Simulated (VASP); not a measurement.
# AlCo (P4/mmm) in VASP: a series of runs, part 2 of 2

VASP 6.6.1.

**3. Single point, PBE**

This run uses another cell than the first one, of the same volume but with other edges.

INCAR reads:

```
ALGO = Fast
EDIFF = 1E-6
ENCUT = 520
GGA = PE
ISIF = 2
ISMEAR = 0
LASPH = True
LCHARG = False
LREAL = False
LWAVE = False
NBANDS = 13
NELM = 100
PREC = Accurate
SIGMA = 0.15
```

KPOINTS reads:

```
k-points
0
Gamma
  24 24 24
```

POSCAR reads:

```
AlCo
1.0
    2.5408841081      0.0000000000      0.0000000000
    0.0000000000      2.5408841081      0.0000000000
    0.0000000000      0.0000000000      3.5928101288
Al Co
1 1
Direct
    0.0000000000      0.0000000000      0.0000000000
    0.5000000000      0.5000000000      0.5000000000
```

Potentials or basis: VASP PAW PBE potentials, release 64 (Al, Co).

The run is started by

```sh
> cat potpaw_PBE.64/Al/POTCAR potpaw_PBE.64/Co/POTCAR > POTCAR
> mpirun -np 1 vasp_std > vasp.out
```

Wall time 4 min (1 thread of Intel Xeon Platinum 8559C (Emerald Rapids), shared host); peak memory 0.46 GiB.

The run converged. Its results:

| Quantity | Value |
| --- | --- |
| Free energy | -11.4870 eV |
| Pressure | 6.6 GPa |
| Band gap on the k mesh | zero (bands 6 and 7 overlap by 3.03 eV) |

Stress tensor (GPa, compression positive):
```
 16.14   0.00   0.00
  0.00  16.14   0.00
  0.00   0.00 -12.54
```

Levels at points of the mesh, in eV from the Fermi level:
```csv
k point,band 3,band 4,band 5,band 6,band 7,band 8,band 9,band 10
"(0.00, 0.00, 0.00)",-2.52,-0.43,-0.43,-0.33,0.24,5.11,10.06,10.83
"(0.50, 0.00, 0.00)",-2.77,-2.03,-0.69,-0.22,1.43,5.32,6.70,8.22
"(0.50, 0.50, 0.00)",-1.96,-1.96,-0.64,-0.64,0.87,4.36,5.65,9.40
"(0.00, 0.00, 0.50)",-2.39,-1.26,-0.58,-0.58,0.25,9.48,12.09,13.59
"(0.50, 0.00, 0.50)",-2.84,-1.92,-0.81,-0.68,-0.36,2.46,3.03,15.72
"(0.50, 0.50, 0.50)",-3.23,-0.39,0.87,2.31,3.67,3.67,4.22,4.22
```

Caveat: the stress differs along the axes, from -13 to 16 GPa; the run has no spin polarisation, though such a crystal can be magnetic. Spin polarisation is off, so any magnetic state and its effect on volume and gap are missing.

**4. Single point, PBE**

This run uses another cell than the first one, of the same volume but with other edges.

INCAR reads:

```
SYSTEM = AlCo
  PREC = Accurate
  ENCUT = 520
  EDIFF = 1E-7
  ISMEAR = 0
  SIGMA = 0.15
  LREAL = .FALSE.
  LASPH = .TRUE.
  NELM = 60
  ALGO = Fast
  ISIF = 2
  LWAVE = .FALSE.
  LCHARG = .TRUE.
  GGA = PE
  LELF = .TRUE.
  LVHAR = .TRUE.
  NBANDS = 13
```

KPOINTS reads:

```
Automatic mesh
0
G
  24 24 24
  0 0 0
```

POSCAR reads:

```
AlCo
1.0
    3.0106598083      0.0000000000      0.0000000000
    0.0000000000      3.0106598083      0.0000000000
    0.0000000000      0.0000000000      2.5590608371
Al Co
1 1
Direct
    0.0000000000      0.0000000000      0.0000000000
    0.5000000000      0.5000000000      0.5000000000
```

The run is started by

```sh
> cat potpaw_PBE.64/Al/POTCAR potpaw_PBE.64/Co/POTCAR > POTCAR
> mpirun -np 1 vasp_std > vasp.out
```

Run time: 3.2 min. Hardware: 1 thread of Intel Xeon Platinum 8559C (Emerald Rapids), shared host; peak memory 0.46 GiB.

Results (log left out):

```yaml
Free_energy: -11.7164 eV
Pressure: 3.9 GPa
Band_gap_on_the_k_mesh: zero (bands 6 and 7 overlap by 2.86 eV)
```

Stress tensor (GPa, compression positive):
```
-8.91  0.00  0.00
 0.00 -8.91  0.00
 0.00  0.00 29.38
```

Levels at points of the mesh, in eV from the Fermi level:
```
           k point  band 4  band 5  band 6  band 7  band 8  band 9
(0.00, 0.00, 0.00)   -1.01   -0.30   -0.30    4.24    4.24    8.26
(0.50, 0.00, 0.00)   -1.92   -0.72   -0.24   -0.08    7.92    8.84
(0.50, 0.50, 0.00)   -3.09   -0.65   -0.65   -0.34    1.58    2.64
(0.00, 0.00, 0.50)   -1.83   -1.83   -0.74    1.38    8.77    9.44
(0.50, 0.00, 0.50)   -1.64   -1.50   -1.43    0.02    3.44    4.11
(0.50, 0.50, 0.50)   -0.23    0.31    2.52    2.52    3.09    4.28
```

Caveat: the stress differs along the axes, from -9 to 29 GPa; the run has no spin polarisation, though such a crystal can be magnetic. Spin polarisation is off, so any magnetic state and its effect on volume and gap are missing.

**5. Single point, PBE**

This run uses another cell than the first one, of the same volume but with other edges.

INCAR reads:

```
SYSTEM = AlCo
PREC     = Accurate       ! precision mode
ENCUT    = 520            ! plane-wave cutoff, eV
EDIFF    = 1E-7           ! SCF threshold, eV
ISMEAR   = 0              ! smearing method
SIGMA    = 0.15           ! smearing width, eV
LREAL    = .FALSE.        ! projectors in reciprocal space
LASPH    = .TRUE.         ! aspherical terms in the spheres
NELM     = 100            ! most SCF steps
ALGO     = Fast           ! electronic algorithm
ISIF     = 2              ! what is computed and relaxed
LWAVE    = .FALSE.        ! write WAVECAR
LCHARG   = .FALSE.        ! write CHGCAR
GGA      = PE             ! functional
NBANDS   = 13             ! bands
```

KPOINTS is that of step 4.

POSCAR reads:

```
AlCo
1.0
    2.6837429181      0.0000000000      0.0000000000
    0.0000000000      2.6837429181      0.0000000000
    0.0000000000      0.0000000000      3.2204915017
Al Co
1 1
Direct
    0.0000000000      0.0000000000      0.0000000000
    0.5000000000      0.5000000000      0.5000000000
```

The run is started by

```sh
> cat potpaw_PBE.64/Al/POTCAR potpaw_PBE.64/Co/POTCAR > POTCAR
> mpirun -np 1 vasp_std > vasp.out
```

Run time: 4.2 min. Hardware: 1 thread of Intel Xeon Platinum 8559C (Emerald Rapids), shared host; peak memory 0.46 GiB.

The run converged. Its results:

| Quantity | Value |
| --- | --- |
| Free energy | -11.8251 eV |
| Pressure | 2.8 GPa |
| Band gap on the k mesh | zero (bands 6 and 7 overlap by 2.90 eV) |

Stress tensor (GPa, compression positive):
```
 8.19  0.00  0.00
 0.00  8.19  0.00
 0.00  0.00 -8.12
```

Levels at points of the mesh, in eV from the Fermi level:
| k point | band 3 | band 4 | band 5 | band 6 | band 7 | band 8 | band 9 | band 10 |
| --- | --- | --- | --- | --- | --- | --- | --- | --- |
| (0.00, 0.00, 0.00) | -2.46 | -0.54 | -0.54 | -0.03 | 2.39 | 7.41 | 8.60 | 8.60 |
| (0.50, 0.00, 0.00) | -2.15 | -1.94 | -0.91 | -0.37 | 1.09 | 7.54 | 7.99 | 9.64 |
| (0.50, 0.50, 0.00) | -1.66 | -1.66 | -1.47 | -1.47 | 0.54 | 3.82 | 4.84 | 10.63 |
| (0.00, 0.00, 0.50) | -2.17 | -0.93 | -0.93 | -0.46 | 0.00 | 8.94 | 12.62 | 12.62 |
| (0.50, 0.00, 0.50) | -2.76 | -2.15 | -0.85 | -0.71 | -0.27 | 2.65 | 3.19 | 14.92 |
| (0.50, 0.50, 0.50) | -3.48 | -0.15 | 0.55 | 2.43 | 3.10 | 3.10 | 4.58 | 4.94 |

Caveat: the stress differs along the axes, from -8 to 8 GPa; the run has no spin polarisation, though such a crystal can be magnetic.

**6. Single point, PBE**

This run uses another cell than the first one, of the same volume but with other edges.

INCAR reads:

```
SYSTEM = AlCo
ALGO = Fast ; EDIFF = 1E-6
ENCUT = 520 ; GGA = PE
ISIF = 2 ; ISMEAR = 0
LASPH = .True. ; LCHARG = .False.
LREAL = .False. ; LWAVE = .False.
NBANDS = 13 ; NELM = 100
PREC = Accurate ; SIGMA = 0.15
```

KPOINTS reads:

```
k-points
0
Gamma
  24 24 24
  0 0 0
```

POSCAR reads:

```
AlCo
1.0
    3.0981548877      0.0000000000      0.0000000000
    0.0000000000      3.0981548877      0.0000000000
    0.0000000000      0.0000000000      2.4165608124
Al Co
1 1
Direct
    0.0000000000      0.0000000000      0.0000000000
    0.5000000000      0.5000000000      0.5000000000
```

Potentials or basis: VASP PAW PBE potentials, release 64 (Al, Co).

The run is started by

```sh
> cat potpaw_PBE.64/Al/POTCAR potpaw_PBE.64/Co/POTCAR > POTCAR
> mpirun -np 1 vasp_std > vasp.out
```

Run time: 3.1 min. Hardware: 1 thread of Intel Xeon Platinum 8559C (Emerald Rapids), shared host; peak memory 0.46 GiB.

Results (log left out):

```yaml
Free_energy: -11.2976 eV
Pressure: 9.7 GPa
Band_gap_on_the_k_mesh: zero (bands 6 and 7 overlap by 2.94 eV)
```

Stress tensor (GPa, compression positive):
```
-11.05   0.00   0.00
  0.00 -11.05   0.00
  0.00   0.00  51.33
```

Levels at points of the mesh, in eV from the Fermi level:
```tsv
k point	band 4	band 5	band 6	band 7	band 8	band 9
(0.00, 0.00, 0.00)	-1.12	-0.03	-0.03	3.33	3.33	7.63
(0.50, 0.00, 0.00)	-2.07	-0.30	-0.23	0.01	7.25	7.88
(0.50, 0.50, 0.00)	-3.28	-0.40	-0.26	-0.26	1.03	2.20
(0.00, 0.00, 0.50)	-2.01	-1.66	-0.72	1.86	8.91	8.91
(0.50, 0.00, 0.50)	-1.84	-1.36	-0.87	0.05	4.07	4.36
(0.50, 0.50, 0.50)	-0.21	0.45	2.68	2.68	3.46	3.75
```

Caveat: the stress differs along the axes, from -11 to 51 GPa; the run has no spin polarisation, though such a crystal can be magnetic. Spin polarisation is off, so any magnetic state and its effect on volume and gap are missing.

**7. Summary**

```csv
cell,further INCAR settings,gap on the mesh (eV),pressure (GPa)
"a = 3.201, b = 3.201, c = 2.263 Å, 2 atoms",ALGO = Fast; EDIFF = 1e-07; NBANDS = 13,none,19.9
"a = 2.541, b = 2.541, c = 3.593 Å, 2 atoms",ALGO = Fast; EDIFF = 1e-06; NBANDS = 13,none,6.6
"a = 3.011, b = 3.011, c = 2.559 Å, 2 atoms",ALGO = Fast; EDIFF = 1e-07; NBANDS = 13,none,3.9
"a = 2.684, b = 2.684, c = 3.220 Å, 2 atoms",ALGO = Fast; EDIFF = 1e-07; NBANDS = 13,none,2.8
"a = 3.098, b = 3.098, c = 2.417 Å, 2 atoms",ALGO = Fast; EDIFF = 1e-06; NBANDS = 13,none,9.7
```

Alike in all rows: task single point; level PBE; potentials or basis VASP PAW PBE potentials, release 64 (Al, Co); no spin polarisation; k mesh 24 × 24 × 24; cutoff (eV) 520; smearing gaussian 0.15 eV.

Caveats: the run has no spin polarisation, though such a crystal can be magnetic; the stress differs along the axes, from -10 to 81 GPa (at least some runs); the stress differs along the axes, from -13 to 16 GPa (at least some runs); the stress differs along the axes, from -9 to 29 GPa (at least some runs); the stress differs along the axes, from -8 to 8 GPa (at least some runs); the stress differs along the axes, from -11 to 51 GPa (at least some runs).

Absolute energies hang on the potentials; compare differences alone.
